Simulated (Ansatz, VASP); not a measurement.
## SnPt3 in VASP and in Ansatz

Contents of INCAR:

```
SYSTEM = SnPt3
PREC     = Accurate       ! precision mode
ENCUT    = 520            ! plane-wave cutoff, eV
EDIFF    = 1E-8           ! SCF threshold, eV
ISMEAR   = -1             ! smearing method
SIGMA    = 0.05           ! smearing width, eV
LREAL    = .FALSE.        ! projectors in reciprocal space
LASPH    = .TRUE.         ! aspherical terms in the spheres
NELM     = 60             ! most SCF steps
ALGO     = Normal         ! electronic algorithm
ISIF     = 2              ! what is computed and relaxed
LWAVE    = .FALSE.        ! write WAVECAR
LCHARG   = .FALSE.        ! write CHGCAR
LEFG     = .TRUE.       
NBANDS   = 30             ! bands
```

Contents of KPOINTS:

```
regular mesh
0
G
  8 8 8
  0 0 0
```

Contents of POSCAR:

```
SnPt3
1.0
    4.0000000000      0.0200000000      0.0200000000
    0.0200000000      4.0000000000      0.0200000000
    0.0200000000      0.0200000000      4.0000000000
Sn Pt
1 3
Direct
    0.0000000000      0.0000000000      0.0000000000
    0.0000000000      0.5000000000      0.5000000000
    0.5000000000      0.0000000000      0.5000000000
    0.5000000000      0.5000000000      0.0000000000
```

Input for Ansatz:

```yaml
crystal:
  lattice:
    - [4.0, 0.02, 0.02]
    - [0.02, 4.0, 0.02]
    - [0.02, 0.02, 4.0]
  atoms:
    - { symbol: Sn, position: [0.0, 0.0, 0.0] }
    - { symbol: Pt, position: [0.0, 0.5, 0.5] }
    - { symbol: Pt, position: [0.5, 0.0, 0.5] }
    - { symbol: Pt, position: [0.5, 0.5, 0.0] }
kpoints:
  mp_grid: { grid: [8, 8, 8] }
scf:
  occupations: { method: fermi_dirac, width: 0.05 }
hamiltonian:
  xc: lda
  pseudopotentials: { kind: paw }
output:
  forces: true
  stress: true
  eigenvalues: true
  efg: { contact_densities: true }
  write_density: true
  write_potential: true
  elf: true
  volumetric_format: npy
```

Change from the starting cell: equal xy, yz and zx shear strains of +1 %, PAW files.

Alike in both runs: task electric field gradients; functional LDA; k mesh 8 × 8 × 8; occupations fermi-dirac, width 0.05 eV; no spin polarisation.

```csv
,VASP,Ansatz
version,VASP 6.6.1,Ansatz 0.2.0
potentials or method,"VASP PAW LDA potentials, release 64 (Sn_d, Pt)","PAW with Ansatz's default frozen-core files, scalar-relativistic"
plane-wave cutoff (eV),520,420
valence electrons in the cell,44,68
```

|  | VASP | Ansatz | Ansatz less VASP |
| --- | --- | --- | --- |
| pressure (GPa) | -2.8 | -3.5 | -0.72 |
| traceless stress, the component that is largest in VASP (GPa) | -0.75 | -0.73 | +0.025 |
| size of Vzz on the site where it differs most (V/Å²) | 146.8 | 158.0 | +11.26 |

LDA's correlation is that of Perdew and Zunger in VASP and of Perdew and Wang (1992) in Ansatz. VASP's potentials hold 44 valence electrons a cell and Ansatz's 68, so a difference there can come from the potentials and not from the codes.

Spin-orbit coupling is off throughout.
